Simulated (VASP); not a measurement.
Runs of VASP 6.6.1 on KI. The structure is that of space group Fm-3m (No. 225), or close to it. The cells are those of the table. 

```tsv
task	level	spin	cell	k mesh	cutoff (eV)	smearing	grid for exact exchange (PRECFOCK)	screening parameter	gap on the mesh (eV)	pressure (GPa)
relaxation of cell and atoms	r2SCAN	off	relaxed from a = 5.079 Å, angles 60.0°, 2 atoms	6 × 6 × 6	600	fermi-dirac 0.02 eV	-	-	(b)	0.0
single point	PBE	non-collinear, zero start, SOC	a = 5.012 Å, angles 60.0°, 2 atoms	6 × 6 × 6	520	gaussian 0.01 eV	-	-	-	0.5
single point	r2SCAN	off	a = 5.012 Å, angles 60.0°, 2 atoms	6 × 6 × 6	520	fermi-dirac 0.02 eV	-	-	4.58	0.0
single point	PBE	off	a = 5.012 Å, angles 60.0°, 2 atoms	4 × 4 × 4	520	gaussian 0.01 eV	-	-	3.94	0.5
single point	HSE06	off	a = 5.012 Å, angles 60.0°, 2 atoms	4 × 4 × 4	520	gaussian 0.01 eV	Normal	0.2079 1/Å	4.93	(a)
single point	PBE0	off	a = 5.012 Å, angles 60.0°, 2 atoms	4 × 4 × 4	520	gaussian 0.01 eV	Normal	-	5.64	0.2
single point	r2SCAN	off	a = 5.012 Å, angles 60.0°, 2 atoms	6 × 6 × 6	520	gaussian 0.01 eV	-	-	4.58	0.0
single point	PBE	off	a = 5.012 Å, angles 60.0°, 2 atoms	6 × 6 × 6	520	fermi-dirac 0.02 eV	-	-	3.94	0.5
```

Alike in all rows: potentials or basis VASP PAW PBE potentials, release 64 (K_sv, I).

Problem. Estimate the missing entries.

Solution. (a) 0.3; (b) 4.57.

Caveats: spin-orbit coupling is left out, which moves the levels of the heavy elements (some runs); the PAW data sets were made with another functional, which shifts forces and pressure a little (some runs).

A k mesh can miss the band edges, and rows without SOC leave out spin-orbit coupling on I.
